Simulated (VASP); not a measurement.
Crystal: Sb.

```
CELL_PARAMETERS angstrom
5.17601 0.00000 0.00000
-2.58801 4.48256 0.00000
0.00000 0.00000 8.86740
ATOMIC_POSITIONS crystal
Sb 0.33333 0.66667 0.11428
Sb 0.66667 0.33333 0.61428
Sb 0.66667 0.33333 0.88572
Sb 0.33333 0.66667 0.38572
Sb 0.33333 0.66667 0.75000
Sb 0.66667 0.33333 0.25000
```

The cell was built from a structure type or drawn by symmetry, and may not be a known phase.

| Item | Value |
| --- | --- |
| Program | VASP 6.6.1 |
| Task | relaxation of cell and atoms |
| Functional | PBE |
| Potentials or basis | VASP PAW PBE potentials, release 64 (Sb) |
| Cutoff | 600 eV |
| k mesh | 6 × 6 × 2 |
| Occupations | gaussian, width 0.1 eV |
| Spin | no spin polarisation |

At the start: pressure 8.6 GPa; volume 34.29 Å³/atom.

Q: Where does the relaxation end?

A: Over 21 steps the energy falls by 830.9 meV/atom and the volume is 30.49 Å³/atom (-11.1 %); space group P6_3/mmc (No. 194, to 0.1 Å) before and after.

Step by step:
| step | energy change (eV) | largest force (eV/Å) | pressure (GPa) | volume (Å³) |
| --- | --- | --- | --- | --- |
| 1 | 0.0000 | 6.5103 | 8.63 | 205.74 |
| 2 | -1.9852 | 0.1421 | -6.65 | 262.01 |
| 3 | -2.8005 | 0.0853 | -3.74 | 232.55 |
| 4 | -2.8115 | 0.1304 | -3.51 | 231.40 |
| 5 | -2.8185 | 0.3378 | -2.87 | 228.47 |
| 6 | -2.8201 | 0.2707 | -3.06 | 229.30 |
| 7 | -3.3178 | 0.3220 | -1.14 | 210.49 |
| 8 | -2.5833 | 0.2346 | 15.14 | 158.59 |
| 9 | -3.6132 | 0.2791 | 1.96 | 192.76 |
| 10 | -3.8779 | 0.0156 | 1.56 | 190.00 |
| 11 | -3.9906 | 0.0561 | 1.99 | 187.99 |
| 12 | -4.4601 | 0.1317 | 2.25 | 183.40 |
| 13 | -4.8514 | 0.3446 | 3.54 | 172.06 |
| 14 | -4.8721 | 0.3184 | 3.27 | 173.41 |
| 15 | -4.8935 | 0.1095 | -2.29 | 189.86 |
| 16 | -4.9704 | 0.1899 | 0.07 | 181.90 |
| 17 | -4.9704 | 0.1921 | 0.13 | 181.73 |
| 18 | -4.9795 | 0.1374 | 0.07 | 182.21 |
| 19 | -4.9837 | 0.0541 | 0.00 | 182.86 |
| 20 | -4.9837 | 0.0622 | 0.00 | 182.80 |
| 21 | -4.9853 | 0.0223 | -0.08 | 182.92 |

Final structure:
```yaml
crystal:
  lattice:
    - [4.17072, 0.00000, 0.00000]
    - [-2.08536, 3.61195, 0.00000]
    - [0.00000, 0.00000, 12.14227]
  atoms:
    - { symbol: Sb, position: [0.33333, 0.66667, 0.08306] }
    - { symbol: Sb, position: [0.66667, 0.33333, 0.58306] }
    - { symbol: Sb, position: [0.66667, 0.33333, 0.91694] }
    - { symbol: Sb, position: [0.33333, 0.66667, 0.41694] }
    - { symbol: Sb, position: [0.33333, 0.66667, 0.75000] }
    - { symbol: Sb, position: [0.66667, 0.33333, 0.25000] }
```

Caveat: a cell axis changed by over 15 % at a fixed basis, so the end point is rough.
